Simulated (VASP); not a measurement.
# Rb3Pt (Pm-3m) in VASP: a series of runs

Aim: see how the results for Rb3Pt move with the level of theory and the settings. Levels: PBE+D3(BJ), PBE, PBEsol. Tasks: single point.

All numbers are computed with VASP 6.6.1; they aren't measurements. Logs are shortened: lines on timing, memory, paths and dates and some standing lists are left out, and cuts for length are marked.

### 1 The cell of the first run

The structure is cubic, space group Pm-3m (No. 221). Conventional cell: a = 5.499 Å, b = 5.499 Å, c = 5.499 Å, α = 90.00°, β = 90.00°, γ = 90.00°. Within 5.1 Å of Rb (site symmetry 4/mmm) lie 8 Rb at 3.89 Å and 4 Pt at 3.89 Å. Pt (site symmetry m-3m) has 12 Rb at 3.89 Å within 5.1 Å.

### 2 Single point, PBE+D3(BJ)

INCAR reads:

```
PREC = Accurate
ENCUT = 500
EDIFF = 1E-6
ISMEAR = 1
SIGMA = 0.39
LREAL = False
LASPH = True
NELM = 120
ALGO = Normal
ISIF = 2
LWAVE = False
LCHARG = True
GGA = PE
IVDW = 12
LELF = True
LVHAR = True
NBANDS = 26
GGA_COMPAT = False
```

KPOINTS reads:

```
Automatic mesh
0
Gamma
  2 2 2
```

POSCAR reads:

```
Rb3Pt
1.0
    5.4987900000      0.0000000000      0.0000000000
    0.0000000000      5.4987900000      0.0000000000
    0.0000000000      0.0000000000      5.4987900000
Rb Pt
3 1
Direct
    0.0000000000      0.0000000000      0.5000000000
    0.0000000000      0.5000000000      0.0000000000
    0.5000000000      0.0000000000      0.0000000000
    0.5000000000      0.5000000000      0.5000000000
```

Potentials or basis: VASP PAW PBE potentials, release 64 (Rb_sv, Pt).

The run is started by

```sh
$ cat potpaw_PBE.64/Rb_sv/POTCAR potpaw_PBE.64/Pt/POTCAR > POTCAR
$ mpirun -np 1 vasp_std > vasp.out
```

OUTCAR:

```text
PREC = Accurate
   ENCUT = 500
   EDIFF = 1E-6
   ISMEAR = 1
   LREAL = False
   LASPH = True
   NELM = 120
   ISIF = 2
   GGA = PE
   IVDW = 12
 IVDW          = 12

 ion  position               nearest neighbor table
   1  0.000  0.000  0.500-   2 3.89   3 3.89   4 3.89   2 3.89   3 3.89   2 3.89   4 3.89   2 3.89
                             3 3.89   4 3.89   3 3.89   4 3.89
   2  0.000  0.500  0.000-   1 3.89   3 3.89   4 3.89   1 3.89   4 3.89   1 3.89   3 3.89   1 3.89
                             3 3.89   4 3.89   4 3.89   3 3.89
   3  0.500  0.000  0.000-   1 3.89   2 3.89   4 3.89   1 3.89   4 3.89   2 3.89   4 3.89   4 3.89
                             1 3.89   2 3.89   1 3.89   2 3.89
   4  0.500  0.500  0.500-   1 3.89   2 3.89   3 3.89   2 3.89   3 3.89   1 3.89   3 3.89   3 3.89
                             1 3.89   2 3.89   2 3.89   1 3.89

  LATTYP: Found a simple cubic cell.
 ALAT       =     5.4987900000

  Lattice vectors:

 A1 = (   5.4987900000,   0.0000000000,   0.0000000000)
 A2 = (   0.0000000000,   5.4987900000,   0.0000000000)
 A3 = (   0.0000000000,   0.0000000000,   5.4987900000)

Analysis of symmetry for initial positions (statically):
=====================================================================
 Subroutine PRICEL returns:
 Original cell was already a primitive cell.

 Routine SETGRP: Setting up the symmetry group for a
 simple cubic supercell.

 Subroutine GETGRP returns: Found 48 space group operations
 (whereof 48 operations were pure point group operations)
 out of a pool of 48 trial point group operations.

The static configuration has the point symmetry O_h .

Analysis of symmetry for dynamics (positions and initial velocities):
=====================================================================
 Subroutine PRICEL returns:
 Original cell was already a primitive cell.

 Routine SETGRP: Setting up the symmetry group for a
 simple cubic supercell.

 Subroutine GETGRP returns: Found 48 space group operations
 (whereof 48 operations were pure point group operations)
 out of a pool of 48 trial point group operations.

The dynamic configuration has the point symmetry O_h .

 Subroutine INISYM returns: Found 48 space group operations
 (whereof 48 operations are pure point group operations),
 and found     1 'primitive' translations

----------------------------------------------------------------------------------------

                                     Primitive cell

  volume of cell :     166.2652

  direct lattice vectors                    reciprocal lattice vectors
     5.498790000  0.000000000  0.000000000     0.181858191  0.000000000  0.000000000
     0.000000000  5.498790000  0.000000000     0.000000000  0.181858191  0.000000000
     0.000000000  0.000000000  5.498790000     0.000000000  0.000000000  0.181858191

  length of vectors
     5.498790000  5.498790000  5.498790000     0.181858191  0.181858191  0.181858191

  position of ions in fractional coordinates (direct lattice)
     0.000000000  0.000000000  0.500000000
     0.000000000  0.500000000  0.000000000
     0.500000000  0.000000000  0.000000000
     0.500000000  0.500000000  0.500000000

  ion indices of the primitive-cell ions
   primitive index   ion index
                 1           1
                 2           2
                 3           3
                 4           4

----------------------------------------------------------------------------------------

 KPOINTS: Automatic mesh

Automatic generation of k-mesh.
 Grid dimensions read from file:
 generate k-points for:    2    2    2

 Generating k-lattice:

  Cartesian coordinates                     Fractional coordinates (reciprocal lattice)
     0.090929095  0.000000000  0.000000000     0.500000000  0.000000000  0.000000000
     0.000000000  0.090929095  0.000000000     0.000000000  0.500000000  0.000000000
     0.000000000  0.000000000  0.090929095     0.000000000  0.000000000  0.500000000

  Length of vectors
     0.090929095  0.090929095  0.090929095

  Shift w.r.t. Gamma in fractional coordinates (k-lattice)
     0.000000000  0.000000000  0.000000000

 Subroutine IBZKPT returns following result:
 ===========================================

 Found      4 irreducible k-points:

 Following reciprocal coordinates:
            Coordinates               Weight
  0.000000  0.000000  0.000000      1.000000
  0.500000  0.000000  0.000000      3.000000
  0.500000  0.500000  0.000000      3.000000
  0.500000  0.500000  0.500000      1.000000
   k-points           NKPTS =      4   k-points in BZ     NKDIM =      4   number of bands    NBANDS=     26
   number of dos      NEDOS =    301   number of ions     NIONS =      4
   total plane-waves  NPLWV =  64000
   dimension x,y,z NGX =    40 NGY =   40 NGZ =   40
   dimension x,y,z NGXF=    80 NGYF=   80 NGZF=   80
   ions per type =               3   1
   NGX,Y,Z   is equivalent  to a cutoff of  12.09, 12.09, 12.09 a.u.
   NGXF,Y,Z  is equivalent  to a cutoff of  24.19, 24.19, 24.19 a.u.
 SYSTEM =  unknown system
   PREC   = accura    normal or accurate (medium, high low for compatibility)
   ISTART =      0    job   : 0-new  1-cont  2-samecut
   ICHARG =      2    charge: 1-file 2-atom 10-const
   ISPIN  =      1    spin polarized calculation?
   LNONCOLLINEAR =      F non collinear calculations
   LSORBIT =      F    spin-orbit coupling
   LASPH  =      T    aspherical Exc in radial PAW
   ENCUT  =  500.0 eV  36.75 Ry    6.06 a.u.  10.03 10.03 10.03*2*pi/ulx,y,z
   NELM   =    120;   NELMIN=  2; NELMDL= -5     # of ELM steps
   EDIFF  = 0.1E-05   stopping-criterion for ELM
   LREAL  =      F    real-space projection
   EDIFFG = 0.1E-04   stopping-criterion for IOM
   NSW    =      0    number of steps for IOM
   IBRION =     -1    ionic relax: 0-MD 1-quasi-New 2-CG
   NFREE  =      0    steps in history (QN), initial steepest desc. (CG)
   ISIF   =      2    stress and relaxation
   ISYM   =      2    0-nonsym 1-usesym 2-fastsym
   POTIM  = 0.5000    time-step for ionic-motion
   TEBEG  =    0.0;   TEEND  =   0.0 temperature during run
   PSTRESS=    0.0 pullay stress
   NELECT =      37.0000    total number of electrons
   NUPDOWN=      -1.0000    fix difference up-down
   EMIN   =  10.00;   EMAX   =-10.00  energy-range for DOS
   EFERMI =   0.00;   METHOD = LEGACY
   ISMEAR =     1;   SIGMA  =   0.39  broadening in eV -4-tet -1-fermi 0-gaus
   EFERMI_NEDOS =   21; number of points for ismear=-14 and -15
   IALGO  =     38    algorithm
   IMIX   =      4    mixing-type and parameters
     AMIX     =   0.40;   BMIX     =  1.00
     AMIX_MAG =   1.60;   BMIX_MAG =  1.00
  volume/ion in A,a.u.               =      41.57       280.50
  Fermi-wavevector in a.u.,A,eV,Ry     =   0.992068  1.874737 13.390849  0.984200
  Thomas-Fermi vector in A             =   2.123854
   LORBIT       =      0    0 simple, 1 ext, 2 COOP (PROOUT), +10 PAW based schemes
   GGA     = PE    functional components
   LHFCALC =     F    Hartree Fock is set to
   AEXX    =    0.0000 exact exchange contribution
   IVDW    =    12    specifies the selected vdW correction
   LEPSILON=     F    determine dielectric tensor
   LRPA    =     F    only Hartree local field effects (RPA)
 non-spin polarized calculation
 Methfessel and Paxton  Order N= 1 SIGMA  =   0.39
  energy-cutoff  :      500.00
  volume of cell :      166.27
 maximum number of plane-waves:      4260
   NGX = 21   NGY = 21   NGZ = 21

 number of electron      36.9999997 magnetization

 Free energy of the ion-electron system (eV)
  ---------------------------------------------------
  ext. energy  EPLUGINS =         0.00000000
  ---------------------------------------------------
  free energy    TOTEN  =        -8.05822180 eV

  energy without entropy =       -8.19865443  energy(sigma->0) =       -8.10503268

 E-fermi :   1.4577     XC(G=0):  -7.7069

 val. band max:        1.3276866686   @ k =   0.0000   0.0000   0.0000
 cond. band min:       2.4325198200   @ k =   0.5000   0.5000   0.0000
 fundamental gap:      1.1048331514
 Fermi energy:         1.4576614600

 k-point     1 :       0.0000    0.0000    0.0000
  band No.  band energies     occupation
      1     -26.6906      2.00000
      2     -26.5788      2.00000
      3     -26.5788      2.00000
      4     -11.1297      2.00000
      5     -11.1297      2.00000
      6     -11.1297      2.00000
[... 18 lines left out ...]
     25       5.1819     -0.00000
     26       5.1819     -0.00000

 k-point     2 :       0.5000    0.0000    0.0000
  band No.  band energies     occupation
      1     -26.6533      2.00000
      2     -26.6160      2.00000
      3     -26.5784      2.00000
      4     -11.0288      2.00000
      5     -11.0288      2.00000
      6     -10.9245      2.00000
[... 18 lines left out ...]
     25       5.7591     -0.00000
     26       5.8414     -0.00000

 k-point     3 :       0.5000    0.5000    0.0000
  band No.  band energies     occupation
      1     -26.6158      2.00000
      2     -26.6155      2.00000
      3     -26.6155      2.00000
      4     -11.2172      2.00000
      5     -10.9657      2.00000
      6     -10.8977      2.00000
[... 18 lines left out ...]
     25       4.9679     -0.00000
     26       6.2451     -0.00000

 k-point     4 :       0.5000    0.5000    0.5000
  band No.  band energies     occupation
      1     -26.6151      2.00000
      2     -26.6151      2.00000
      3     -26.6151      2.00000
      4     -11.4902      2.00000
      5     -10.9557      2.00000
      6     -10.9557      2.00000
[... 18 lines left out ...]
     25       4.2405     -0.00000
     26       6.5992     -0.00000

------------------------ aborting loop because EDIFF is reached ----------------------------------------

 Edisp (eV)   -0.92253

 E8    (eV) :    -0.4968

  FORCE on cell =-STRESS in cart. coord.  units (eV):
  Direction    XX          YY          ZZ          XY          YZ          ZX
  --------------------------------------------------------------------------------------
  -------------------------------------------------------------------------------------
  Total      -1.30355    -1.30355    -1.30355     0.00000    -0.00000    -0.00000
  in kB     -12.56133   -12.56133   -12.56133     0.00000    -0.00000    -0.00000
  external pressure =      -12.56 kB  Pullay stress =        0.00 kB

 VOLUME and BASIS-vectors are now :
 -----------------------------------------------------------------------------
  energy-cutoff  :      500.00
  volume of cell :      166.27
      direct lattice vectors                 reciprocal lattice vectors
     5.498790000  0.000000000  0.000000000     0.181858191  0.000000000  0.000000000
     0.000000000  5.498790000  0.000000000     0.000000000  0.181858191  0.000000000
     0.000000000  0.000000000  5.498790000     0.000000000  0.000000000  0.181858191

 POSITION                                       TOTAL-FORCE (eV/Angst)
 -----------------------------------------------------------------------------------
      0.00000      0.00000      2.74939         0.000000      0.000000      0.000000
      0.00000      2.74939      0.00000         0.000000      0.000000      0.000000
      2.74939      0.00000      0.00000         0.000000      0.000000      0.000000
      2.74939      2.74939      2.74939         0.000000      0.000000      0.000000
 -----------------------------------------------------------------------------------
    total drift:                               -0.000000      0.000000     -0.000000

  FREE ENERGIE OF THE ION-ELECTRON SYSTEM (eV)
  ---------------------------------------------------
  free  energy   TOTEN  =        -8.9807526836 eV

  energy  without entropy=       -9.1211853147  energy(sigma->0) =       -9.02756356
```

Run time: 36 s. Hardware: 1 thread of Intel Xeon Platinum 8259CL at 2.50GHz (Skylake/Cascade Lake), shared host; peak memory 0.24 GiB.

What came out:

```
Free energy                : -8.9808 eV
Pressure                   : -1.3 GPa
Dispersion energy per atom : -0.231 eV
```

Caveat: the k points lie up to 0.57 Å⁻¹ apart; spin-orbit coupling is left out, which moves the levels of the heavy elements; pairwise dispersion overbinds metals, which lowers pressure and volume.

### 3 Single point, PBE, collinear spin, zero start

INCAR reads:

```
PREC = Accurate
ENCUT = 500
EDIFF = 1E-6
ISMEAR = 0
SIGMA = 0.1
LREAL = False
LASPH = True
NELM = 200
ALGO = Normal
ISIF = 2
LWAVE = False
LCHARG = False
ISPIN = 2
MAGMOM = 0 0 0 0
LORBIT = 11
LMAXMIX = 4
GGA = PE
NBANDS = 30
GGA_COMPAT = False
```

KPOINTS reads:

```
regular mesh
0
Gamma
  2 2 2
```

POSCAR is that of step 2.

Potentials or basis: VASP PAW PBE potentials, release 64 (Rb_sv, Pt).

The run is started by

```sh
$ cat potpaw_PBE.64/Rb_sv/POTCAR potpaw_PBE.64/Pt/POTCAR > POTCAR
$ mpirun -np 1 vasp_std > vasp.out
```

It took 60 s on 1 thread of Intel Xeon Platinum 8259CL at 2.50GHz (Skylake/Cascade Lake), shared host; peak memory 0.28 GiB.

Results (log left out):

| Quantity | Value |
| --- | --- |
| Free energy | -8.1465 eV |
| Pressure | -0.3 GPa |
| Net moment | 0.00 μB per cell |
| Valence electrons inside the program's atomic spheres | Rb 7.31; Pt 9.05 |

Levels at points of the mesh, in eV from the Fermi level:
Spin up:
| k point | band 15 | band 16 | band 17 | band 18 | band 19 | band 20 | band 21 | band 22 |
| --- | --- | --- | --- | --- | --- | --- | --- | --- |
| (0.00, 0.00, 0.00) | -1.08 | -0.89 | -0.89 | -0.89 | -0.45 | 2.89 | 2.89 | 3.00 |
| (0.50, 0.00, 0.00) | -0.85 | -0.76 | -0.76 | -0.68 | -0.66 | 1.13 | 2.32 | 2.32 |
| (0.50, 0.50, 0.00) | -0.79 | -0.77 | -0.77 | -0.64 | 0.62 | 0.62 | 1.13 | 2.14 |
| (0.50, 0.50, 0.50) | -1.05 | -1.05 | -0.68 | -0.68 | 1.75 | 1.75 | 1.75 | 2.17 |
Spin down:
| k point | band 15 | band 16 | band 17 | band 18 | band 19 | band 20 | band 21 | band 22 |
| --- | --- | --- | --- | --- | --- | --- | --- | --- |
| (0.00, 0.00, 0.00) | -1.08 | -0.89 | -0.89 | -0.89 | -0.45 | 2.89 | 2.89 | 3.00 |
| (0.50, 0.00, 0.00) | -0.85 | -0.76 | -0.76 | -0.68 | -0.66 | 1.13 | 2.32 | 2.32 |
| (0.50, 0.50, 0.00) | -0.79 | -0.77 | -0.77 | -0.64 | 0.62 | 0.62 | 1.13 | 2.14 |
| (0.50, 0.50, 0.50) | -1.05 | -1.05 | -0.68 | -0.68 | 1.75 | 1.75 | 1.75 | 2.17 |

Caveat: the k points lie up to 0.57 Å⁻¹ apart; spin-orbit coupling is left out, which moves the levels of the heavy elements.

### 4 Single point, PBE

INCAR reads:

```
PREC     = Accurate       # precision mode
ENCUT    = 500            # plane-wave cutoff, eV
EDIFF    = 1E-6           # SCF threshold, eV
ISMEAR   = 0              # smearing method
SIGMA    = 0.1            # smearing width, eV
LREAL    = F              # projectors in reciprocal space
LASPH    = T              # aspherical terms in the spheres
NELM     = 120            # most SCF steps
ALGO     = Normal         # electronic algorithm
ISIF     = 2              # what is computed and relaxed
LWAVE    = F              # write WAVECAR
LCHARG   = F              # write CHGCAR
GGA      = PE             # functional
NBANDS   = 26             # bands
GGA_COMPAT= F
```

KPOINTS reads:

```
regular mesh
0
Gamma
  4 4 4
```

POSCAR is that of step 3.

The run is started by

```sh
$ cat potpaw_PBE.64/Rb_sv/POTCAR potpaw_PBE.64/Pt/POTCAR > POTCAR
$ mpirun -np 1 vasp_std > vasp.out
```

It took 50 s on 1 thread of Intel Xeon Platinum 8259CL at 2.50GHz (Skylake/Cascade Lake), shared host; peak memory 0.25 GiB.

Results (log left out):

| Property | Result |
| --- | --- |
| Free energy | -7.9711 eV |
| Pressure | -0.1 GPa |

Levels at points of the mesh, in eV from the Fermi level:
| k point | band 16 | band 17 | band 18 | band 19 | band 20 | band 21 |
| --- | --- | --- | --- | --- | --- | --- |
| (0.00, 0.00, 0.00) | -1.06 | -1.06 | -1.06 | -0.43 | 2.82 | 2.82 |
| (0.50, 0.00, 0.00) | -0.94 | -0.94 | -0.87 | -0.68 | 1.12 | 2.26 |
| (0.50, 0.50, 0.00) | -0.95 | -0.95 | -0.83 | 0.57 | 0.57 | 1.15 |
| (0.50, 0.50, 0.50) | -1.21 | -0.86 | -0.86 | 1.73 | 1.73 | 1.73 |

Caveat: spin-orbit coupling is left out, which moves the levels of the heavy elements.

### 5 Single point, PBEsol

INCAR reads:

```
SYSTEM = Rb3Pt
PREC = Accurate
ENCUT = 500
EDIFF = 1E-6
ISMEAR = 0
SIGMA = 0.1
LREAL = .False.
LASPH = .True.
NELM = 120
ALGO = Normal
ISIF = 2
LWAVE = .False.
LCHARG = .True.
GGA = PS
LELF = .True.
LVHAR = .True.
NBANDS = 26
GGA_COMPAT = .False.
```

KPOINTS reads:

```
Automatic mesh
0
Gamma
  4 4 4
  0 0 0
```

POSCAR is that of step 4.

The run is started by

```sh
$ cat potpaw_PBE.64/Rb_sv/POTCAR potpaw_PBE.64/Pt/POTCAR > POTCAR
$ mpirun -np 1 vasp_std > vasp.out
```

Wall time 42 s (1 thread of Intel Xeon Platinum 8259CL at 2.50GHz (Skylake/Cascade Lake), shared host); peak memory 0.25 GiB.

Results (log left out):

```
Free energy : -8.7310 eV
Pressure    : -1.1 GPa
```

Levels at points of the mesh, in eV from the Fermi level:
| k point | band 14 | band 15 | band 16 | band 17 | band 18 | band 19 | band 20 | band 21 | band 22 | band 23 |
| --- | --- | --- | --- | --- | --- | --- | --- | --- | --- | --- |
| (0.00, 0.00, 0.00) | -1.25 | -1.25 | -1.06 | -1.06 | -1.06 | -0.41 | 2.80 | 2.80 | 2.98 | 2.98 |
| (0.50, 0.00, 0.00) | -1.08 | -1.02 | -0.94 | -0.94 | -0.87 | -0.70 | 1.13 | 2.25 | 2.25 | 3.05 |
| (0.50, 0.50, 0.00) | -1.13 | -0.97 | -0.94 | -0.94 | -0.82 | 0.54 | 0.54 | 1.17 | 2.07 | 3.15 |
| (0.50, 0.50, 0.50) | -1.21 | -1.21 | -1.21 | -0.86 | -0.86 | 1.71 | 1.71 | 1.71 | 2.06 | 2.06 |

Caveat: the PAW data sets were made with another functional, which shifts forces and pressure a little; spin-orbit coupling is left out, which moves the levels of the heavy elements.

### 6 The runs side by side

```csv
level,spin,k mesh,smearing,gap on the mesh (eV),pressure (GPa)
PBE+D3(BJ),off,2 × 2 × 2,methfessel-paxton 0.39 eV,none,-1.3
PBE,"collinear, zero start",2 × 2 × 2,gaussian 0.1 eV,none,-0.3
PBE,off,4 × 4 × 4,gaussian 0.1 eV,none,-0.1
PBEsol,off,4 × 4 × 4,gaussian 0.1 eV,none,-1.1
```

Alike in all rows: task single point; potentials or basis VASP PAW PBE potentials, release 64 (Rb_sv, Pt); cell as given; cutoff (eV) 500.

Caveats: some runs use coarse meshes; spin-orbit coupling is left out, which moves the levels of the heavy elements; pairwise dispersion overbinds metals, which lowers pressure and volume (some runs); the PAW data sets were made with another functional, which shifts forces and pressure a little (some runs).

Absolute energies hang on the potentials; compare differences alone.
